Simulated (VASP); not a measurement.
A run of VASP 6.6.1 is set up as follows.

The input INCAR:

```
SYSTEM = SrTl
ALGO     = Normal         ! electronic algorithm
EDIFF    = 1E-8           ! SCF threshold, eV
ENCUT    = 520            ! plane-wave cutoff, eV
ISIF     = 2              ! what is computed and relaxed
ISMEAR   = -1             ! smearing method
LASPH    = .True.         ! aspherical terms in the spheres
LCHARG   = .False.        ! write CHGCAR
LEFG     = .True.       
LREAL    = .False.        ! projectors in reciprocal space
LWAVE    = .False.        ! write WAVECAR
NBANDS   = 18             ! bands
NELM     = 60             ! most SCF steps
PREC     = Accurate       ! precision mode
SIGMA    = 0.05           ! smearing width, eV
```

File KPOINTS:

```
k-points
0
Gamma
  8 8 8
  0 0 0
```

The input POSCAR:

```
SrTl
1.0
    4.0320000000     -0.0403200000     -0.0403200000
   -0.0403200000      4.0320000000     -0.0403200000
   -0.0403200000     -0.0403200000      4.0320000000
Sr Tl
1 1
Direct
    0.0000000000      0.0000000000      0.0000000000
    0.5000000000      0.5000000000      0.5000000000
```

Potentials or basis: VASP PAW LDA potentials, release 64 (Sr_sv, Tl_d).

Launch:

```sh
$ cat potpaw_LDA.64/Sr_sv/POTCAR potpaw_LDA.64/Tl_d/POTCAR > POTCAR
$ mpirun -np 1 vasp_std > vasp.out
```

(1) What does it give for the band gap on the k mesh?

(2) Estimate the pressure.

## Answers

(1) zero (an odd number of electrons rules out a gap without spin polarisation).

(2) -1.7 GPa.

Caveat: the cell differs from its parent crystal (equal xy, yz and zx shear strains of -2 %); without QUAD_EFG the Cq values of the log hold for a quadrupole moment of 1 mb, not for the nuclei; spin-orbit coupling is left out, which moves the levels of the heavy elements.
